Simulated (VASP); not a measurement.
# LiLa8Ga8O24 (a cell with a defect) in VASP: single point with PBEsol

Aim: the single point of LiLa8Ga8O24 (a cell with a defect) with PBEsol.

Program: VASP 6.6.1. These are calculated values, not measurements. Logs are shortened: lines on timing, memory, paths and dates and some standing lists are left out, and cuts for length are marked.

### 1 The cell of the first run

The cell holds a defect, 41 atoms: a = 7.729 Å, b = 7.729 Å, c = 7.729 Å, α = 90.00°, β = 90.00°, γ = 90.00°.

### 2 Single point, PBEsol

INCAR reads:

```
PREC = Accurate
ENCUT = 650
EDIFF = 1E-6
ISMEAR = -1
SIGMA = 0.05
LREAL = Auto
LASPH = True
NELM = 200
ALGO = Normal
ISIF = 2
LWAVE = False
LCHARG = False
GGA = PS
NBANDS = 196
NELECT = 338.0
ISYM = -1
GGA_COMPAT = False
LMAXMIX = 6
```

KPOINTS reads:

```
explicit points
1
Reciprocal
  0.25000000   0.25000000   0.25000000 1
```

POSCAR reads:

```
LiLa8Ga8O24
1.0
    7.7293080000      0.0000000000      0.0000000000
    0.0000000000      7.7293080000      0.0000000000
    0.0000000000      0.0000000000      7.7293080000
La Ga O Li
8 8 24 1
Direct
    0.9726680000      0.9949710000      0.0063870000
    0.9830850000      0.9928540000      0.5092750000
    0.0188240000      0.4971750000      0.9891000000
    0.0098850000      0.4977660000      0.4934370000
    0.4842660000      0.9990360000      0.0266120000
    0.4802500000      0.9957570000      0.5193300000
    0.5149240000      0.5192110000      0.9380960000
    0.5159700000      0.5025810000      0.5002490000
    0.2245200000      0.2312680000      0.2613160000
    0.2484980000      0.2459810000      0.7576210000
    0.2453870000      0.7420290000      0.2528100000
    0.2432170000      0.7545590000      0.7517480000
    0.7454840000      0.2451370000      0.2517990000
    0.7503900000      0.2459220000      0.7504450000
    0.7406340000      0.7411480000      0.2474030000
    0.7543140000      0.7538370000      0.7446410000
    0.2945310000      0.2915210000      0.0155250000
    0.2052220000      0.2059330000      0.5070360000
    0.2749020000      0.7094740000      0.0016180000
    0.2162530000      0.7843800000      0.5033390000
    0.7074260000      0.2155170000      0.0001300000
    0.7807120000      0.2832660000      0.4999010000
    0.7164210000      0.7790900000      0.9965350000
    0.7735100000      0.7102360000      0.4963600000
    0.9897190000      0.2900620000      0.2183340000
    0.9997750000      0.2223050000      0.7934780000
    0.9913240000      0.6972570000      0.2242930000
    0.9982860000      0.7786560000      0.7795410000
    0.4902670000      0.1929690000      0.2935740000
    0.4987400000      0.2797510000      0.7154550000
    0.4928700000      0.7906780000      0.2815420000
    0.4987330000      0.7278660000      0.7152540000
    0.1998550000      0.9907350000      0.2124290000
    0.2821930000      0.0007750000      0.7915110000
    0.2762520000      0.4919220000      0.3033480000
    0.2256530000      0.4982350000      0.7246620000
    0.7866090000      0.9952190000      0.2722350000
    0.7285060000      0.9987220000      0.7117940000
    0.6724620000      0.4903120000      0.2175230000
    0.7789440000      0.5010010000      0.7754940000
    0.4520800000      0.3838000000      0.1915520000
```

Potentials or basis: VASP PAW PBE potentials, release 64 (La, Ga_d, O, Li_sv).

Launch:

```console
> cat potpaw_PBE.64/La/POTCAR potpaw_PBE.64/Ga_d/POTCAR potpaw_PBE.64/O/POTCAR potpaw_PBE.64/Li_sv/POTCAR > POTCAR
> mpirun -np 1 vasp_std > vasp.out
```

OUTCAR:

```text
PREC = Accurate
   ENCUT = 650
   EDIFF = 1E-6
   ISMEAR = -1
   LREAL = Auto
   LASPH = True
   NELM = 200
   ISIF = 2
   GGA = PS
   NELECT = 338.0
   ISYM = -1

 ion  position               nearest neighbor table
   1  0.973  0.995  0.006-  33 2.37  26 2.42  28 2.43  37 2.51  23 2.59  21 2.67  25 2.81  16 3.23
                            13 3.23  15 3.25  14 3.26
   2  0.983  0.993  0.509-  18 2.38  37 2.38  20 2.42  38 2.51  28 2.67  24 2.72  22 2.74  16 3.14
                            14 3.25   9 3.25
   3  0.019  0.497  0.989-  27 2.40  25 2.40  40 2.48  19 2.57  36 2.59  26 2.61  17 2.67  28 2.72
                            10 3.18  12 3.21  11 3.29
   4  0.010  0.498  0.493-  22 2.43  36 2.44  24 2.46  35 2.53  27 2.59  25 2.67  18 2.72  20 2.73
                            40 2.82   9 3.20  11 3.22
   5  0.484  0.999  0.027-  34 2.40  21 2.41  23 2.48  31 2.55  29 2.55  33 2.63  17 2.70  19 2.77
                            11 3.23   9 3.25  13 3.27  15 3.29
   6  0.480  0.996  0.519-  29 2.32  38 2.43  31 2.43  32 2.57  34 2.60  20 2.62  30 2.67  18 2.68
                            12 3.17  10 3.22
   7  0.515  0.519  0.938-  41 2.27  32 2.36  40 2.40  19 2.42  39 2.49  17 2.52  30 2.53  23 2.58
                            36 2.78  21 2.82  16 2.99  12 3.13  14 3.14  10 3.26   8 3.39
   8  0.516  0.503  0.500-  30 2.40  35 2.40  32 2.41  39 2.50  24 2.56  41 2.60  22 2.66  31 2.80
                            15 3.20  16 3.28  13 3.29   7 3.39
   9  0.225  0.231  0.261-  25 1.90  33 1.91  18 1.92  17 2.03  35 2.08  29 2.09  41 2.19   4 3.20
                             5 3.25   2 3.25
  10  0.248  0.246  0.758-  34 1.93  26 1.95  36 1.97  30 1.98  18 1.99  17 2.06   3 3.18   6 3.22
                             7 3.26
  11  0.245  0.742  0.253-  31 1.96  19 1.97  20 1.98  33 1.98  35 1.99  27 2.01   4 3.22   5 3.23
                             3 3.29
  12  0.243  0.755  0.752-  28 1.91  20 1.95  34 1.95  19 1.98  36 2.00  32 2.01   7 3.13   6 3.17
                             3 3.21
  13  0.745  0.245  0.252-  25 1.94  22 1.96  37 1.96  21 1.98  39 1.99  29 2.04  41 2.55   1 3.23
                             5 3.27   8 3.29
  14  0.750  0.246  0.750-  38 1.94  26 1.96  22 1.97  21 1.97  30 1.98  40 1.99   7 3.14   2 3.25
                             1 3.26
  15  0.741  0.741  0.247-  24 1.96  23 1.97  31 1.97  27 1.98  37 2.00  39 2.02   8 3.20   1 3.25
                             5 3.29
  16  0.754  0.754  0.745-  28 1.91  38 1.92  24 1.95  40 1.98  23 1.98  32 2.00   7 2.99   2 3.14
                             1 3.23   8 3.28
  17  0.295  0.292  0.016-  41 1.96   9 2.03  10 2.06   7 2.52   3 2.67   5 2.70
  18  0.205  0.206  0.507-   9 1.92  10 1.99   2 2.38   6 2.68   4 2.72
  19  0.275  0.709  0.002-  11 1.97  12 1.98   7 2.42   3 2.57   5 2.77
  20  0.216  0.784  0.503-  12 1.95  11 1.98   2 2.42   6 2.62   4 2.73
  21  0.707  0.216  0.000-  14 1.97  13 1.98   5 2.41   1 2.67   7 2.82
  22  0.781  0.283  0.500-  13 1.96  14 1.97   4 2.43   8 2.66   2 2.74
  23  0.716  0.779  0.997-  15 1.97  16 1.98   5 2.48   7 2.58   1 2.59
  24  0.774  0.710  0.496-  16 1.95  15 1.96   4 2.46   8 2.56   2 2.72
  25  0.990  0.290  0.218-   9 1.90  13 1.94   3 2.40   4 2.67   1 2.81
  26  1.000  0.222  0.793-  10 1.95  14 1.96   1 2.42   3 2.61
  27  0.991  0.697  0.224-  15 1.98  11 2.01   3 2.40   4 2.59
  28  0.998  0.779  0.780-  12 1.91  16 1.91   1 2.43   2 2.67   3 2.72
  29  0.490  0.193  0.294-  41 1.70  13 2.04   9 2.09   6 2.32   5 2.55
  30  0.499  0.280  0.715-  10 1.98  14 1.98   8 2.40   7 2.53   6 2.67
  31  0.493  0.791  0.282-  11 1.96  15 1.97   6 2.43   5 2.55   8 2.80
  32  0.499  0.728  0.715-  16 2.00  12 2.01   7 2.36   8 2.41   6 2.57
  33  0.200  0.991  0.212-   9 1.91  11 1.98   1 2.37   5 2.63
  34  0.282  0.001  0.792-  10 1.93  12 1.95   5 2.40   6 2.60
  35  0.276  0.492  0.303-  41 1.81  11 1.99   9 2.08   8 2.40   4 2.53
  36  0.226  0.498  0.725-  10 1.97  12 2.00   4 2.44   3 2.59   7 2.78
  37  0.787  0.995  0.272-  13 1.96  15 2.00   2 2.38   1 2.51
  38  0.729  0.999  0.712-  16 1.92  14 1.94   6 2.43   2 2.51
  39  0.672  0.490  0.218-  41 1.90  13 1.99  15 2.02   7 2.49   8 2.50
  40  0.779  0.501  0.775-  16 1.98  14 1.99   7 2.40   3 2.48   4 2.82
  41  0.452  0.384  0.192-  29 1.70  35 1.81  39 1.90  17 1.96   9 2.19   7 2.27  13 2.55   8 2.60

IMPORTANT INFORMATION: All symmetrisations will be switched off!
NOSYMM: (Re-)initialisation of all symmetry stuff for point group C_1.

----------------------------------------------------------------------------------------

                                     Primitive cell

  volume of cell :     461.7659

  direct lattice vectors                    reciprocal lattice vectors
     7.729308000  0.000000000  0.000000000     0.129377688  0.000000000  0.000000000
     0.000000000  7.729308000  0.000000000     0.000000000  0.129377688  0.000000000
     0.000000000  0.000000000  7.729308000     0.000000000  0.000000000  0.129377688

  length of vectors
     7.729308000  7.729308000  7.729308000     0.129377688  0.129377688  0.129377688

  position of ions in fractional coordinates (direct lattice)
     0.972668000  0.994971000  0.006387000
     0.983085000  0.992854000  0.509275000
     0.018824000  0.497175000  0.989100000
     0.009885000  0.497766000  0.493437000
     0.484266000  0.999036000  0.026612000
     0.480250000  0.995757000  0.519330000
[... 33 lines left out ...]
     0.778944000  0.501001000  0.775494000
     0.452080000  0.383800000  0.191552000

  ion indices of the primitive-cell ions
   primitive index   ion index
                 1           1
                 2           2
                 3           3
                 4           4
                 5           5
                 6           6
[... 33 lines left out ...]
                40          40
                41          41

----------------------------------------------------------------------------------------

 KPOINTS: explicit points

Read explicit list of k-points.

 Found      1 k-points:

 Following reciprocal coordinates:
            Coordinates               Weight
  0.250000  0.250000  0.250000      1.000000
   k-points           NKPTS =      1   k-points in BZ     NKDIM =      1   number of bands    NBANDS=    196
   number of dos      NEDOS =    301   number of ions     NIONS =     41
   total plane-waves  NPLWV = 262144
   dimension x,y,z NGX =    64 NGY =   64 NGZ =   64
   dimension x,y,z NGXF=   128 NGYF=  128 NGZF=  128
   ions per type =               8   8  24   1
   NGX,Y,Z   is equivalent  to a cutoff of  13.77, 13.77, 13.77 a.u.
   NGXF,Y,Z  is equivalent  to a cutoff of  27.53, 27.53, 27.53 a.u.
 SYSTEM =  unknown system
   PREC   = accura    normal or accurate (medium, high low for compatibility)
   ISTART =      0    job   : 0-new  1-cont  2-samecut
   ICHARG =      2    charge: 1-file 2-atom 10-const
   ISPIN  =      1    spin polarized calculation?
   LNONCOLLINEAR =      F non collinear calculations
   LSORBIT =      F    spin-orbit coupling
   LASPH  =      T    aspherical Exc in radial PAW
   ENCUT  =  650.0 eV  47.77 Ry    6.91 a.u.  16.07 16.07 16.07*2*pi/ulx,y,z
   NELM   =    200;   NELMIN=  2; NELMDL= -5     # of ELM steps
   EDIFF  = 0.1E-05   stopping-criterion for ELM
   LREAL  =      T    real-space projection
   EDIFFG = 0.1E-04   stopping-criterion for IOM
   NSW    =      0    number of steps for IOM
   IBRION =     -1    ionic relax: 0-MD 1-quasi-New 2-CG
   NFREE  =      0    steps in history (QN), initial steepest desc. (CG)
   ISIF   =      2    stress and relaxation
   ISYM   =     -1    0-nonsym 1-usesym 2-fastsym
   POTIM  = 0.5000    time-step for ionic-motion
   TEBEG  =    0.0;   TEEND  =   0.0 temperature during run
   PSTRESS=    0.0 pullay stress
   NELECT =     338.0000    total number of electrons
   NUPDOWN=      -1.0000    fix difference up-down
   EMIN   =  10.00;   EMAX   =-10.00  energy-range for DOS
   EFERMI =   0.00;   METHOD = LEGACY
   ISMEAR =    -1;   SIGMA  =   0.05  broadening in eV -4-tet -1-fermi 0-gaus
   EFERMI_NEDOS =   21; number of points for ismear=-14 and -15
   IALGO  =     38    algorithm
   IMIX   =      4    mixing-type and parameters
     AMIX     =   0.40;   BMIX     =  1.00
     AMIX_MAG =   1.60;   BMIX_MAG =  1.00
  volume/ion in A,a.u.               =      11.26        76.00
  Fermi-wavevector in a.u.,A,eV,Ry     =   1.475389  2.788080 29.616778  2.176772
  Thomas-Fermi vector in A             =   2.590044
   LORBIT       =      0    0 simple, 1 ext, 2 COOP (PROOUT), +10 PAW based schemes
   GGA     = PS    functional components
   LHFCALC =     F    Hartree Fock is set to
   AEXX    =    0.0000 exact exchange contribution
   IVDW    =     0    specifies the selected vdW correction
   LEPSILON=     F    determine dielectric tensor
   LRPA    =     F    only Hartree local field effects (RPA)
 non-spin polarized calculation
  energy-cutoff  :      650.00
  volume of cell :      461.77
 maximum number of plane-waves:     17344
 NGX is ok and might be reduce to    64
   NGX = 33   NGY = 33   NGZ = 33

 number of electron     337.9999991 magnetization

 Free energy of the ion-electron system (eV)
  ---------------------------------------------------
  ext. energy  EPLUGINS =         0.00000000
  ---------------------------------------------------
  free energy    TOTEN  =      -315.26120864 eV

  energy without entropy =     -315.26120864  energy(sigma->0) =     -315.26120864

 E-fermi :   8.0895     XC(G=0): -12.1840

 val. band max:        6.7714618394   @ k =   0.2500   0.2500   0.2500
 cond. band min:      11.3377519594   @ k =   0.2500   0.2500   0.2500
 fundamental gap:      4.5662901200
 Fermi energy:         8.0894664329

 k-point     1 :       0.2500    0.2500    0.2500
  band No.  band energies     occupation
      1     -36.2335      2.00000
      2     -22.9567      2.00000
      3     -22.8454      2.00000
      4     -22.8228      2.00000
      5     -22.7940      2.00000
      6     -22.7723      2.00000
[... 173 lines left out ...]
    180      12.0231      0.00000
    181      12.0440      0.00000
 [bands above 181 left out]

------------------------ aborting loop because EDIFF is reached ----------------------------------------

  FORCE on cell =-STRESS in cart. coord.  units (eV):
  Direction    XX          YY          ZZ          XY          YZ          ZX
  --------------------------------------------------------------------------------------
  -------------------------------------------------------------------------------------
  Total        1.7696315      5.4665094     10.7280590      0.9255720     -6.0449668     -5.0020726
  in kB        6.1400453     18.9670087     37.2228734      3.2114336    -20.9740676    -17.3555642
  external PRESSURE =      20.7766425 kB  Pullay stress =       0.0000000 kB

 VOLUME and BASIS-vectors are now :
 -----------------------------------------------------------------------------
  energy-cutoff  :      650.00
  volume of cell :      461.77
      direct lattice vectors                 reciprocal lattice vectors
     7.729308000  0.000000000  0.000000000     0.129377688  0.000000000  0.000000000
     0.000000000  7.729308000  0.000000000     0.000000000  0.129377688  0.000000000
     0.000000000  0.000000000  7.729308000     0.000000000  0.000000000  0.129377688

 POSITION                                       TOTAL-FORCE (eV/Angst)
 -----------------------------------------------------------------------------------
      7.51805      7.69044      0.04937        -0.001174     -0.003094     -0.000138
      7.59857      7.67407      3.93634         0.001867     -0.000025     -0.004182
      0.14550      3.84282      7.64506        -0.008449     -0.000075      0.000689
      0.07640      3.84739      3.81393         0.000018      0.000092      0.000791
      3.74304      7.72186      0.20569        -0.000755     -0.004576     -0.001639
      3.71200      7.69651      4.01406         0.002383     -0.001132      0.000664
[... 33 lines left out ...]
      6.02070      3.87239      5.99403         0.008957     -0.002087      0.009963
      3.49427      2.96651      1.48056         0.042929      0.075506     -0.059925
 -----------------------------------------------------------------------------------
    total drift:                                0.003337      0.006619     -0.006116

  FREE ENERGIE OF THE ION-ELECTRON SYSTEM (eV)
  ---------------------------------------------------
  free  energy   TOTEN  =      -315.2612086369 eV

  energy  without entropy=     -315.2612086369  energy(sigma->0) =     -315.26120864
```

It took 6.8 min on 1 thread of Intel Xeon Platinum 8488C (Sapphire Rapids), shared host; peak memory 0.65 GiB.

What came out:

- Free energy: -315.2612 eV
- Largest force: 0.106 eV/Å

Forces in eV/Å, atoms in the order of the input:
```
La  -0.001 -0.003  0.000
La   0.002  0.000 -0.004
La  -0.008  0.000  0.001
La   0.000  0.000  0.001
La  -0.001 -0.005 -0.002
La   0.002 -0.001  0.001
La  -0.003 -0.009 -0.005
La   0.005  0.005  0.013
Ga  -0.055 -0.034  0.015
Ga  -0.001 -0.008 -0.003
Ga  -0.001  0.005 -0.001
Ga  -0.009  0.009  0.001
Ga   0.018 -0.002  0.001
Ga   0.000 -0.007  0.002
Ga  -0.002 -0.006  0.000
Ga   0.011  0.010 -0.003
O    0.007  0.007 -0.006
O   -0.005 -0.010  0.003
O    0.011 -0.017  0.002
O   -0.010  0.013 -0.003
O   -0.012 -0.009 -0.002
O    0.007  0.019  0.000
O   -0.012  0.010 -0.003
O    0.008 -0.012 -0.001
O   -0.003  0.018 -0.016
O   -0.001 -0.007  0.014
O    0.001 -0.017 -0.007
O    0.001  0.006  0.011
O    0.005 -0.070  0.041
O   -0.002  0.017 -0.015
O    0.004  0.014  0.010
O   -0.003 -0.011 -0.006
O   -0.007 -0.001 -0.014
O    0.013  0.000  0.008
O   -0.010  0.006  0.028
O   -0.004 -0.003 -0.006
O    0.013 -0.001  0.007
O   -0.009  0.003 -0.012
O   -0.001  0.018  0.001
O    0.009 -0.002  0.010
Li   0.043  0.076 -0.060
```

Caveat: the cell carries a net charge on a neutralising background, which shifts energy and pressure; the cell is charged against a uniform background, so pressure and absolute levels hang on convention; the PAW data sets were made with another functional, which shifts forces and pressure a little; spin-orbit coupling is left out, which moves the levels of the heavy elements.
